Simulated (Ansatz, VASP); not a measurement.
Sb: VASP beside Ansatz

```
Sb
1.0
     2.15060    1.24165    3.66912
    -2.15060    1.24165    3.66912
     0.00000   -2.48330    3.66912
Sb
2
Direct
  0.23364 0.23364 0.23364
  0.76636 0.76636 0.76636
```

Change from the starting cell: zz strain of -2 %, PAW files.

Alike in both runs: task electric field gradients; functional LDA; k mesh 12 × 12 × 12; occupations fermi-dirac, width 0.03 eV; no spin polarisation.

|  | VASP | Ansatz |
| --- | --- | --- |
| version | VASP 6.6.1 | Ansatz 0.2.0 |
| potentials or method | VASP PAW LDA potentials, release 64 (Sb) | PAW with Ansatz's default frozen-core files, scalar-relativistic |
| plane-wave cutoff (eV) | 520 | 420 |
| valence electrons in the cell | 10 | 30 |

```csv
,VASP,Ansatz,Ansatz less VASP
pressure (GPa),0.5,0.2,-0.32
"traceless stress, the component that is largest in VASP (GPa)",0.09,0.18,+0.086
rms of the force components (eV/Å),0.159,0.117,-0.0414
size of Vzz on the site where it differs most (V/Å²),49.6,53.3,+3.78
```

LDA's correlation is that of Perdew and Zunger in VASP and of Perdew and Wang (1992) in Ansatz. Atom by atom the forces differ by 0.041 eV/Å (rms over components). VASP's potentials hold 10 valence electrons a cell and Ansatz's 30, so a difference there can come from the potentials and not from the codes.

Spin-orbit coupling is off throughout.
